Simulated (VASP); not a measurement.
Runs of VASP 6.6.1 on Rh. The structure is that of space group Pm-3m (No. 221), or close to it. The cells are those of the table. This isn't the form of Rh at room conditions, which is fcc.

```csv
cell,k mesh,gap on the mesh (eV),pressure (GPa),moment (μB)
"a = 2.512 Å, 1 atom",13 × 13 × 13,none,1.0,0.00
"a = 2.578 Å, 1 atom",14 × 14 × 14,none,(c),0.00
"a = 2.479 Å, 1 atom",14 × 14 × 14,none,(a),0.00
"a = 2.609 Å, 1 atom",14 × 14 × 14,none,-16.8,0.01
"a = 2.408 Å, 1 atom",14 × 14 × 14,none,(b),0.00
"a = 2.512 Å, 1 atom",14 × 14 × 14,none,0.8,0.00
"a = 2.546 Å, 1 atom",14 × 14 × 14,none,-6.5,0.00
"a = 2.444 Å, 1 atom",14 × 14 × 14,none,22.1,0.00
```

Alike in all rows: task single point; level r2SCAN; potentials or basis VASP PAW PBE potentials, release 64 (Rh_pv); spin collinear, ferromagnetic start; cutoff (eV) 520; smearing fermi-dirac 0.05 eV.

Task: Estimate the missing entries.

Result: (a) 10.2; (b) 37.3; (c) -12.3.

Caveats: the PAW data sets were made with another functional, which shifts forces and pressure a little; the cell stands under tension (at least some runs); the cell stands under pressure (at least some runs); an empty level that is flat over the whole mesh can mark a ghost state of the potentials, or a narrow d or f band (at least some runs).

A k mesh can miss the band edges, and the runs leave out spin-orbit coupling on Rh.

A gap of «none» marks levels without a gap at the run's occupations.
